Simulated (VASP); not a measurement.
Set up this calculation in VASP 6.6.1, as the native input.

```yaml
Task: single point
Functional: PBE
Potentials_or_basis: VASP PAW PBE potentials, release 64 (Ta_pv, N)
Cutoff: 520 eV
k_mesh: 9 × 9 × 4
Occupations: gaussian, width 0.1 eV
Spin: no spin polarisation
Dipole_correction: no
Further_INCAR_settings: ALGO = Normal; EDIFF = 1e-07; NBANDS = 24
```

The structure of TaN lies in POSCAR:

```
TaN
1.0
    3.0500010905      0.0000000000      0.0000000000
   -1.5250005453      2.6413784260      0.0000000000
    0.0000000000      0.0000000000      4.9400000000
Ta N
2 2
Direct
    0.3333333333      0.6666666667      0.0000000000
    0.6666666667      0.3333333333      0.5000000000
    0.3333333333      0.6666666667      0.3850000000
    0.6666666667      0.3333333333      0.8850000000
```

One way to write it, as run:

INCAR

```
PREC     = Accurate       # precision mode
ENCUT    = 520            # plane-wave cutoff, eV
EDIFF    = 1E-7           # SCF threshold, eV
ISMEAR   = 0              # smearing method
SIGMA    = 0.1            # smearing width, eV
LREAL    = F              # projectors in reciprocal space
LASPH    = T              # aspherical terms in the spheres
NELM     = 80             # most SCF steps
ALGO     = Normal         # electronic algorithm
ISIF     = 2              # what is computed and relaxed
LWAVE    = F              # write WAVECAR
LCHARG   = F              # write CHGCAR
GGA      = PE             # functional
NBANDS   = 24             # bands
```

KPOINTS

```
Automatic mesh
0
Gamma
  9 9 4
```

Potentials or basis: VASP PAW PBE potentials, release 64 (Ta_pv, N).

The run is started by

```sh
$ cat potpaw_PBE.64/Ta_pv/POTCAR potpaw_PBE.64/N/POTCAR > POTCAR
$ mpirun -np 1 vasp_std > vasp.out
```

Results of the run:

```yaml
Pressure: 140.4 GPa
Largest_force: 2.453 eV/Å
Band_gap_on_the_k_mesh: zero (bands 16 and 17 overlap by 2.86 eV)
```

Caveat: the cell stands under pressure; spin-orbit coupling is left out, which moves the levels of the heavy elements; forces of over 1 eV/Å act on the atoms, so gaps and moduli don't describe the material at rest.

Run time: 39 s on 1 thread of Intel Xeon 8259CL (shared host), peak memory 0.18 GiB.
